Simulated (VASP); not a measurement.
# AlNi in VASP: further runs

AlNi is run at these levels: r2SCAN; tasks: single point.

All numbers are computed with VASP 6.6.1; they aren't measurements. Logs are shortened: lines on timing, memory, paths and dates and some standing lists are left out, and cuts for length are marked.

## (1) The cell of the first run

The typed cell holds 2 atoms: a = 2.860 Å, b = 2.860 Å, c = 2.870 Å, α = 90.00°, β = 90.00°, γ = 89.99°.

## (2) Single point, r2SCAN

POSCAR reads:

```
AlNi
1.0
    2.0223875383     -2.0221672871      0.0000000000
    2.0223875383      2.0221672871      0.0000000000
    0.0000000000      0.0000000000      2.8700173037
Al Ni
1 1
Direct
    0.0000000000      0.0000000000      0.0000000000
    0.5000000000      0.5000000000      0.5000000000
```

INCAR.step1 reads:

```
SYSTEM = AlNi
ALGO = Normal
EDIFF = 1E-4
ENCUT = 520
GGA = PE
ISMEAR = 0
LASPH = .True.
LCHARG = .False.
LREAL = .False.
LWAVE = .True.
NBANDS = 14
NELM = 100
PREC = Accurate
SIGMA = 0.15
```

INCAR.step2 reads:

```
SYSTEM = AlNi
ALGO = Normal
EDIFF = 1E-6
ENCUT = 520
ISIF = 2
ISMEAR = 0
ISTART = 1
LASPH = .True.
LCHARG = .False.
LMIXTAU = .True.
LREAL = .False.
LWAVE = .False.
METAGGA = R2SCAN
NBANDS = 14
NELM = 100
PREC = Accurate
SIGMA = 0.15
```

KPOINTS reads:

```
k-points
0
Gamma
  12 12 12
  0 0 0
```

Potentials or basis: VASP PAW PBE potentials, release 64 (Al, Ni).

The run is started by

```console
$ cat potpaw_PBE.64/Al/POTCAR potpaw_PBE.64/Ni/POTCAR > POTCAR
$ cp INCAR.step1 INCAR
$ mpirun -np 1 vasp_std > vasp.out
$ cp INCAR.step2 INCAR
$ mpirun -np 1 vasp_std > vasp.out
```

OUTCAR:

```text
SYSTEM = AlNi
   EDIFF = 1E-6
   ENCUT = 520
   ISIF = 2
   ISMEAR = 0
   ISTART = 1
   LASPH = .True.
   LREAL = .False.
   METAGGA = R2SCAN
   NELM = 100
   PREC = Accurate

 ion  position               nearest neighbor table
   1  0.000  0.000  0.000-   2 2.48   2 2.48   2 2.48   2 2.48   2 2.48   2 2.48   2 2.48   2 2.48

   2  0.500  0.500  0.500-   1 2.48   1 2.48   1 2.48   1 2.48   1 2.48   1 2.48   1 2.48   1 2.48

  LATTYP: Found a base centered orthorhombic cell.
 ALAT       =     4.0443345742
 B/A-ratio  =     1.0001089184
 C/A-ratio  =     0.7096389409

  Lattice vectors:

 A1 = (  -2.0223875383,  -2.0221672871,   0.0000000000)
 A2 = (   2.0223875383,  -2.0221672871,   0.0000000000)
 A3 = (   0.0000000000,   0.0000000000,   2.8700173037)

Analysis of symmetry for initial positions (statically):
=====================================================================
 Subroutine PRICEL returns:
 Original cell was already a primitive cell.

 Routine SETGRP: Setting up the symmetry group for a
 base centered orthorhombic supercell.

 Subroutine GETGRP returns: Found  8 space group operations
 (whereof  8 operations were pure point group operations)
 out of a pool of  8 trial point group operations.

The static configuration has the point symmetry D_2h.

Analysis of symmetry for dynamics (positions and initial velocities):
=====================================================================
 Subroutine PRICEL returns:
 Original cell was already a primitive cell.

 Routine SETGRP: Setting up the symmetry group for a
 base centered orthorhombic supercell.

 Subroutine GETGRP returns: Found  8 space group operations
 (whereof  8 operations were pure point group operations)
 out of a pool of  8 trial point group operations.

The dynamic configuration has the point symmetry D_2h.

 Subroutine INISYM returns: Found  8 space group operations
 (whereof  8 operations are pure point group operations),
 and found     1 'primitive' translations

----------------------------------------------------------------------------------------

                                     Primitive cell

  volume of cell :      23.4745

  direct lattice vectors                    reciprocal lattice vectors
     2.022387538 -2.022167287  0.000000000     0.247232536 -0.247259464  0.000000000
     2.022387538  2.022167287  0.000000000     0.247232536  0.247259464  0.000000000
     0.000000000  0.000000000  2.870017304     0.000000000  0.000000000  0.348429955

  length of vectors
     2.859932148  2.859932148  2.870017304     0.349658647  0.349658647  0.348429955

  position of ions in fractional coordinates (direct lattice)
     0.000000000  0.000000000  0.000000000
     0.500000000  0.500000000  0.500000000

  ion indices of the primitive-cell ions
   primitive index   ion index
                 1           1
                 2           2

----------------------------------------------------------------------------------------

 KPOINTS: k-points

Automatic generation of k-mesh.
 Grid dimensions read from file:
 generate k-points for:   12   12   12

 Generating k-lattice:

  Cartesian coordinates                     Fractional coordinates (reciprocal lattice)
     0.020602711 -0.020604955  0.000000000     0.083333333  0.000000000  0.000000000
     0.020602711  0.020604955  0.000000000     0.000000000  0.083333333  0.000000000
     0.000000000  0.000000000  0.029035830     0.000000000  0.000000000  0.083333333

  Length of vectors
     0.029138221  0.029138221  0.029035830

  Shift w.r.t. Gamma in fractional coordinates (k-lattice)
     0.000000000  0.000000000  0.000000000

 Subroutine IBZKPT returns following result:
 ===========================================

 Found    301 irreducible k-points:

 Following reciprocal coordinates:
            Coordinates               Weight
  0.000000  0.000000  0.000000      1.000000
  0.083333  0.000000  0.000000      4.000000
  0.166667  0.000000  0.000000      4.000000
  0.250000  0.000000  0.000000      4.000000
  0.333333  0.000000  0.000000      4.000000
  0.416667 -0.000000  0.000000      4.000000
[... 16 lines left out ...]
  0.500000  0.166667  0.000000      4.000000
 -0.416667  0.166667  0.000000      4.000000
 [... further k-points ...]
   k-points           NKPTS =    301   k-points in BZ     NKDIM =    301   number of bands    NBANDS=     14
   number of dos      NEDOS =    301   number of ions     NIONS =      2
   total plane-waves  NPLWV =  13824
   dimension x,y,z NGX =    24 NGY =   24 NGZ =   24
   dimension x,y,z NGXF=    48 NGYF=   48 NGZF=   48
   ions per type =               1   1
   NGX,Y,Z   is equivalent  to a cutoff of  13.95, 13.95, 13.90 a.u.
   NGXF,Y,Z  is equivalent  to a cutoff of  27.90, 27.90, 27.80 a.u.
 SYSTEM =  AlNi
   PREC   = accura    normal or accurate (medium, high low for compatibility)
   ISTART =      1    job   : 0-new  1-cont  2-samecut
   ICHARG =      0    charge: 1-file 2-atom 10-const
   ISPIN  =      1    spin polarized calculation?
   LNONCOLLINEAR =      F non collinear calculations
   LSORBIT =      F    spin-orbit coupling
   LASPH  =      T    aspherical Exc in radial PAW
   ENCUT  =  520.0 eV  38.22 Ry    6.18 a.u.   5.32  5.32  5.34*2*pi/ulx,y,z
   NELM   =    100;   NELMIN=  2; NELMDL=  0     # of ELM steps
   EDIFF  = 0.1E-05   stopping-criterion for ELM
   LREAL  =      F    real-space projection
   EDIFFG = 0.1E-04   stopping-criterion for IOM
   NSW    =      0    number of steps for IOM
   IBRION =     -1    ionic relax: 0-MD 1-quasi-New 2-CG
   NFREE  =      0    steps in history (QN), initial steepest desc. (CG)
   ISIF   =      2    stress and relaxation
   ISYM   =      2    0-nonsym 1-usesym 2-fastsym
   POTIM  = 0.5000    time-step for ionic-motion
   TEBEG  =    0.0;   TEEND  =   0.0 temperature during run
   PSTRESS=    0.0 pullay stress
   NELECT =      13.0000    total number of electrons
   NUPDOWN=      -1.0000    fix difference up-down
   EMIN   =  10.00;   EMAX   =-10.00  energy-range for DOS
   EFERMI =   0.00;   METHOD = LEGACY
   ISMEAR =     0;   SIGMA  =   0.15  broadening in eV -4-tet -1-fermi 0-gaus
   EFERMI_NEDOS =   21; number of points for ismear=-14 and -15
   IALGO  =     38    algorithm
   IMIX   =      4    mixing-type and parameters
     AMIX     =   0.40;   BMIX     =  1.00
     AMIX_MAG =   1.60;   BMIX_MAG =  1.00
  volume/ion in A,a.u.               =      11.74        79.21
  Fermi-wavevector in a.u.,A,eV,Ry     =   1.344386  2.540521 24.590810  1.807374
  Thomas-Fermi vector in A             =   2.472384
   LORBIT       =      0    0 simple, 1 ext, 2 COOP (PROOUT), +10 PAW based schemes
   METAGGA = R2SCAN    functional components
   LHFCALC =     F    Hartree Fock is set to
   AEXX    =    0.0000 exact exchange contribution
   IVDW    =     0    specifies the selected vdW correction
   LEPSILON=     F    determine dielectric tensor
   LRPA    =     F    only Hartree local field effects (RPA)
 non-spin polarized calculation
 Gauss-broadening in eV      SIGMA  =   0.15
  energy-cutoff  :      520.00
  volume of cell :       23.47
 maximum number of plane-waves:       648
 NGX is ok and might be reduce to    24

 number of electron      13.0000011 magnetization

 Free energy of the ion-electron system (eV)
  ---------------------------------------------------
  ext. energy  EPLUGINS =         0.00000000
  ---------------------------------------------------
  free energy    TOTEN  =       -20.07030204 eV

  energy without entropy =      -20.06036522  energy(sigma->0) =      -20.06533363

 E-fermi :  10.1757     XC(G=0): -13.1108

 val. band max:       10.1527910463   @ k =   0.5000   0.4167   0.3333
 cond. band min:      10.1824135058   @ k =   0.1667   0.0000   0.3333
 fundamental gap:      0.0296224595
 Fermi energy:        10.1757216845

 k-point     1 :       0.0000    0.0000    0.0000
  band No.  band energies     occupation
      1      -1.7211      2.00000
      2       6.6945      2.00000
      3       6.6988      2.00000
      4       8.4888      2.00000
      5       8.4891      2.00000
      6       8.4967      2.00000
      7      16.0180      0.00000
      8      16.1537      0.00000
      9      16.1545      0.00000
     10      18.5734      0.00000
     11      18.6060      0.00000
     12      25.5137      0.00000
     13      32.3576      0.00000
     14      32.3587      0.00000

 k-point     2 :       0.0833    0.0000    0.0000
  band No.  band energies     occupation
      1      -1.5843      2.00000
      2       6.6848      2.00000
      3       6.7290      2.00000
      4       8.4299      2.00000
      5       8.4387      2.00000
      6       8.4952      2.00000
      7      14.7682      0.00000
      8      16.1971      0.00000
      9      16.3321      0.00000
     10      18.5920      0.00000
     11      19.8684      0.00000
     12      25.9720      0.00000
     13      30.9390      0.00000
     14      31.0404      0.00000

 k-point     3 :       0.1667    0.0000    0.0000
  band No.  band energies     occupation
      1      -1.1768      2.00000
      2       6.5979      2.00000
      3       6.8216      2.00000
      4       8.2761      2.00000
      5       8.2876      2.00000
      6       8.5124      2.00000
      7      12.7667      0.00000
      8      16.7122      0.00000
      9      16.8443      0.00000
     10      18.6234      0.00000
     11      21.4807      0.00000
     12      27.4177      0.00000
     13      28.7836      0.00000
     14      28.8923      0.00000
[... 324 lines left out ...]
 k-point    23 :       0.5000    0.1667    0.0000
  band No.  band energies     occupation
      1       3.1603      2.00000
      2       3.4104      2.00000
      3       7.3293      2.00000
      4       7.6163      2.00000
      5       7.7773      2.00000
      6       8.4007      2.00000
      7       9.4702      2.00000
      8      16.7877      0.00000
      9      17.4807      0.00000
     10      21.5214      0.00000
     11      22.1196      0.00000
     12      22.5102      0.00000
     13      26.4226      0.00000
     14      28.5677      0.00000

 k-point    24 :      -0.4167    0.1667    0.0000
  band No.  band energies     occupation
      1       2.0172      2.00000
      2       4.6003      2.00000
      3       7.2483      2.00000
      4       7.6696      2.00000
      5       7.8199      2.00000
      6       8.3931      2.00000
      7       9.6303      2.00000
      8      15.9149      0.00000
      9      18.4631      0.00000
     10      20.3898      0.00000
     11      22.4493      0.00000
     12      23.4251      0.00000
     13      26.6520      0.00000
     14      28.2388      0.00000

 [... further k-points ...]
[... 5 lines left out ...]
  --------------------------------------------------------------------------------------
  -------------------------------------------------------------------------------------
  Total       -0.0184638     -0.0142936     -0.0412550      0.0000000      0.0000000      0.0000000
  in kB       -1.2601923     -0.9755639     -2.8157299      0.0000000      0.0000000      0.0000000
  external PRESSURE =      -1.6838287 kB  Pullay stress =       0.0000000 kB

 VOLUME and BASIS-vectors are now :
 -----------------------------------------------------------------------------
  energy-cutoff  :      520.00
  volume of cell :       23.47
      direct lattice vectors                 reciprocal lattice vectors
     2.022387538 -2.022167287  0.000000000     0.247232536 -0.247259464  0.000000000
     2.022387538  2.022167287  0.000000000     0.247232536  0.247259464  0.000000000
     0.000000000  0.000000000  2.870017304     0.000000000  0.000000000  0.348429955

 POSITION                                       TOTAL-FORCE (eV/Angst)
 -----------------------------------------------------------------------------------
      0.00000      0.00000      0.00000        -0.000000      0.000000      0.000000
      2.02239      0.00000      1.43501         0.000000      0.000000      0.000000
 -----------------------------------------------------------------------------------
    total drift:                                0.000000     -0.000000     -0.000000

  FREE ENERGIE OF THE ION-ELECTRON SYSTEM (eV)
  ---------------------------------------------------
  free  energy   TOTEN  =       -20.0703020396 eV

  energy  without entropy=      -20.0603652151  energy(sigma->0) =      -20.06533363
```

It took 1.8 min on 1 thread of Intel Xeon Platinum 8559C (Emerald Rapids), shared host; peak memory 0.22 GiB.

What came out:

| Quantity | Value |
| --- | --- |
| Free energy | -20.0703 eV |
| Pressure | -0.2 GPa |
| Band gap on the k mesh | zero (an odd number of electrons rules out a gap without spin polarisation) |

Caveat: the PAW data sets were made with another functional, which shifts forces and pressure a little. Spin polarisation is off, so any magnetic state and its effect on volume and gap are missing.

## (3) Single point, r2SCAN

This run uses another cell than the first one: it holds 4 atoms, not 2.

POSCAR reads:

```
AlNi
1.0
    0.0000000000      4.0443345743      0.0000000000
   -4.0447750766      0.0000000000      0.0000000000
    2.0223875383     -2.0221672871      2.8700173037
Al Ni
2 2
Direct
    0.5000000000      0.5000000000      0.0000000000
    0.0000000000      1.0000000000      0.0000000000
    0.7500000000      0.2500000000      0.5000000000
    0.2500000000      0.7500000000      0.5000000000
```

INCAR.step1 reads:

```
ALGO = Normal
EDIFF = 1E-4
ENCUT = 520
GGA = PE
ISMEAR = 0
LASPH = T
LCHARG = F
LREAL = F
LWAVE = T
NBANDS = 21
NELM = 60
PREC = Accurate
SIGMA = 0.15
```

INCAR.step2 reads:

```
ALGO = Normal
EDIFF = 1E-7
ENCUT = 520
ISIF = 2
ISMEAR = 0
ISTART = 1
LASPH = T
LCHARG = F
LMIXTAU = T
LREAL = F
LWAVE = F
METAGGA = R2SCAN
NBANDS = 21
NELM = 60
PREC = Accurate
SIGMA = 0.15
```

KPOINTS reads:

```
k-points
0
Gamma
  12 12 12
```

Potentials or basis: VASP PAW PBE potentials, release 64 (Al, Ni).

The run is started by

```console
$ cat potpaw_PBE.64/Al/POTCAR potpaw_PBE.64/Ni/POTCAR > POTCAR
$ cp INCAR.step1 INCAR
$ mpirun -np 1 vasp_std > vasp.out
$ cp INCAR.step2 INCAR
$ mpirun -np 1 vasp_std > vasp.out
```

OUTCAR:

```text
EDIFF = 1E-7
   ENCUT = 520
   ISIF = 2
   ISMEAR = 0
   ISTART = 1
   LASPH = T
   LREAL = F
   METAGGA = R2SCAN
   NELM = 60
   PREC = Accurate

 ion  position               nearest neighbor table
   1  0.500  0.500  0.000-   4 2.48   3 2.48   4 2.48   3 2.48   4 2.48   3 2.48   3 2.48   4 2.48
                             2 2.86   2 2.86   2 2.86   2 2.86   2 2.87   2 2.87
   2  0.000  0.000  0.000-   3 2.48   4 2.48   3 2.48   4 2.48   3 2.48   4 2.48   3 2.48   4 2.48
                             1 2.86   1 2.86   1 2.86   1 2.86   1 2.87   1 2.87
[... 796 lines left out ...]

 [... further k-points ...]
[... 5 lines left out ...]
  --------------------------------------------------------------------------------------
  -------------------------------------------------------------------------------------
  Total       -0.0251563     -0.0165682     -0.1084781      0.0000000     -0.0000000      0.0000000
  in kB       -0.8584810     -0.5654058     -3.7019183      0.0000000     -0.0000000      0.0000000
  external PRESSURE =      -1.7086017 kB  Pullay stress =       0.0000000 kB

 VOLUME and BASIS-vectors are now :
 -----------------------------------------------------------------------------
  energy-cutoff  :      520.00
  volume of cell :       46.95
      direct lattice vectors                 reciprocal lattice vectors
     0.000000000  4.044334574  0.000000000     0.000000000  0.247259464  0.174214977
    -4.044775077  0.000000000  0.000000000    -0.247232536  0.000000000  0.174214978
     2.022387538 -2.022167287  2.870017304     0.000000000  0.000000000  0.348429955

 POSITION                                       TOTAL-FORCE (eV/Angst)
 -----------------------------------------------------------------------------------
     -2.02239      2.02217      0.00000         0.000000      0.000000     -0.000000
      0.00000      0.00000      0.00000         0.000000      0.000000     -0.000000
      0.00000      2.02217      1.43501         0.000000      0.000000      0.000000
     -2.02239      0.00000      1.43501        -0.000000     -0.000000     -0.000000
 -----------------------------------------------------------------------------------
    total drift:                               -0.000000     -0.000000      0.000000

  FREE ENERGIE OF THE ION-ELECTRON SYSTEM (eV)
  ---------------------------------------------------
  free  energy   TOTEN  =       -40.1463263914 eV

  energy  without entropy=      -40.1300259932  energy(sigma->0) =      -40.13817619
```

Run time: 10 min. Hardware: 1 thread of Intel Xeon Platinum 8559C (Emerald Rapids), shared host; peak memory 0.36 GiB.

What came out:

```
Free energy            : -40.1463 eV
Pressure               : -0.2 GPa
Band gap on the k mesh : zero (bands 13 and 14 overlap by 3.06 eV)
```

Levels at points of the mesh, in eV from the Fermi level:
| k point | band 10 | band 11 | band 12 | band 13 | band 14 | band 15 | band 16 | band 17 |
| --- | --- | --- | --- | --- | --- | --- | --- | --- |
| (0.00, 0.00, 0.00) | -1.05 | -1.03 | 1.99 | 2.00 | 2.00 | 4.62 | 4.68 | 4.68 |
| (0.50, 0.00, 0.00) | -2.26 | -2.26 | -2.26 | 2.34 | 2.34 | 2.37 | 2.37 | 4.62 |
| (0.00, 0.50, 0.00) | -2.26 | -2.26 | -2.26 | 2.34 | 2.34 | 2.37 | 2.37 | 4.62 |
| (0.50, 0.50, 0.00) | -2.23 | -2.22 | -1.57 | -1.07 | -0.66 | 1.59 | 2.77 | 8.64 |
| (0.00, 0.00, 0.50) | -2.24 | -2.24 | -1.56 | -1.06 | -0.69 | 1.62 | 2.80 | 8.64 |

Caveat: the PAW data sets were made with another functional, which shifts forces and pressure a little.

## (4) Single point, r2SCAN

This run uses another cell than the first one, of 10.70 Å³/atom.

POSCAR reads:

```
AlNi
1.0
    1.9618360246     -1.9618360246      0.0000000000
    1.9618360246      1.9618360246      0.0000000000
    0.0000000000      0.0000000000      2.7790202180
Al Ni
1 1
Direct
    0.0000000000      0.0000000000      0.0000000000
    0.5000000000      0.5000000000      0.5000000000
```

INCAR.step1 reads:

```
  PREC = Accurate
  ENCUT = 520
  ISMEAR = 0
  SIGMA = 0.1
  LREAL = F
  LASPH = T
  NELM = 80
  NBANDS = 14
  GGA = PE
  ALGO = Normal
  EDIFF = 1E-4
  LWAVE = T
  LCHARG = F
```

INCAR.step2 reads:

```
  PREC = Accurate
  ENCUT = 520
  EDIFF = 1E-7
  ISMEAR = 0
  SIGMA = 0.1
  LREAL = F
  LASPH = T
  NELM = 80
  ALGO = Normal
  ISIF = 2
  LWAVE = F
  LCHARG = F
  METAGGA = R2SCAN
  LMIXTAU = T
  NBANDS = 14
  ISTART = 1
```

KPOINTS reads:

```
regular mesh
0
Gamma
  16 16 14
```

The run is started by

```console
$ cat potpaw_PBE.64/Al/POTCAR potpaw_PBE.64/Ni/POTCAR > POTCAR
$ cp INCAR.step1 INCAR
$ mpirun -np 1 vasp_std > vasp.out
$ cp INCAR.step2 INCAR
$ mpirun -np 1 vasp_std > vasp.out
```

It took 3.7 min on 1 thread of Intel Xeon Platinum 8488C (Sapphire Rapids), shared host; peak memory 0.23 GiB.

The run converged. Its results:

| Quantity | Value |
| --- | --- |
| Free energy | -19.9540 eV |
| Pressure | 19.7 GPa |
| Band gap on the k mesh | zero (an odd number of electrons rules out a gap without spin polarisation) |

Levels at points of the mesh, in eV from the Fermi level:
| k point | band 4 | band 5 | band 6 | band 7 | band 8 | band 9 | band 10 | band 11 |
| --- | --- | --- | --- | --- | --- | --- | --- | --- |
| (0.00, 0.00, 0.00) | -1.84 | -1.84 | -1.84 | 6.39 | 6.45 | 6.45 | 8.79 | 8.80 |
| (0.50, 0.00, 0.00) | -2.69 | -2.68 | -1.74 | -0.69 | 8.78 | 11.12 | 11.18 | 12.79 |
| (0.50, 0.50, 0.00) | -3.40 | -2.51 | -2.51 | -1.16 | 1.83 | 3.31 | 14.63 | 16.75 |
| (0.00, 0.00, 0.50) | -2.68 | -2.68 | -1.73 | -0.70 | 8.78 | 11.17 | 11.17 | 12.83 |
| (0.50, 0.00, 0.50) | -3.41 | -2.50 | -2.50 | -1.17 | 1.81 | 3.29 | 14.67 | 16.78 |
| (0.50, 0.50, 0.50) | -1.13 | -1.13 | 1.95 | 1.95 | 1.95 | 5.17 | 5.17 | 5.19 |

Caveat: the cell stands under pressure; the PAW data sets were made with another functional, which shifts forces and pressure a little. Spin polarisation is off, so any magnetic state and its effect on volume and gap are missing.

(Part 1 of 2 ends here.)
